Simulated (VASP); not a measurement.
Crystal: Ta.

```
Ta
1.0
    -1.65500    1.65500    1.65500
     1.65500   -1.65500    1.65500
     1.65500    1.65500   -1.65500
Ta
1
Direct
  0.00000 0.00000 0.00000
```

```yaml
Program: VASP 6.6.1
Task: relaxation of cell and atoms
Functional: LDA
Potentials_or_basis: VASP PAW LDA potentials, release 64 (Ta_pv)
Cutoff: 600 eV
k_mesh: 24 × 24 × 24
Occupations: gaussian, width 0.1 eV
Spin: no spin polarisation
```

At the start: pressure -9.6 GPa; volume 18.13 Å³/atom.

Where does the relaxation end?

Over 4 steps the energy falls by 26.6 meV/atom and the volume is 17.28 Å³/atom (-4.7 %); space group Im-3m (No. 229, to 0.05 Å).

The path:
| step | energy change (eV) | largest force (eV/Å) | pressure (GPa) | volume (Å³) |
| --- | --- | --- | --- | --- |
| 1 | 0.0000 | 0.0000 | -9.60 | 18.13 |
| 2 | 0.1376 | 0.0000 | 30.90 | 15.43 |
| 3 | -0.0265 | 0.0000 | -0.53 | 17.32 |
| 4 | -0.0266 | 0.0000 | 0.00 | 17.28 |

Final structure:
```cif
data_structure
_symmetry_space_group_name_H-M 'P 1'
_symmetry_Int_Tables_number 1
_cell_length_a 2.8212
_cell_length_b 2.8212
_cell_length_c 2.8212
_cell_angle_alpha 109.471
_cell_angle_beta 109.471
_cell_angle_gamma 109.471
_cell_volume 17.28
loop_
_atom_site_label
_atom_site_type_symbol
_atom_site_fract_x
_atom_site_fract_y
_atom_site_fract_z
_atom_site_occupancy
Ta1 Ta 0.00000 0.00000 0.00000 1
```
